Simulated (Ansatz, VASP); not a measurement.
# YS2 in VASP and in Ansatz

```
Y S
1.0
     0.00000    3.91472    3.91472
     3.91472    0.00000    3.91472
     3.91472    3.91472    0.00000
Y S
2 4
Direct
  0.50000 0.50000 0.50000
  0.75000 0.75000 0.75000
  0.12500 0.12500 0.12500
  0.62500 0.12500 0.12500
  0.12500 0.62500 0.12500
  0.12500 0.12500 0.62500
```

Alike in both runs: task single point; functional PBE; k mesh 4 × 4 × 4; occupations fermi-dirac, width 0.1 eV; no spin polarisation.

```csv
,VASP,Ansatz
version,VASP 6.6.1,Ansatz 0.2.0
potentials or method,"VASP PAW PBE potentials, release 64 (Y_sv, S), cutoff 500 eV","plane waves, PAW"
valence electrons in the cell,46,46
```

Ansatz gave:

```
pressure (GPa) : -0.4
```

Q: Estimate VASP's values.

A: Pressure (GPa): -0.5.

The functional is the same, so the differences come from potentials, cutoffs and numerics.
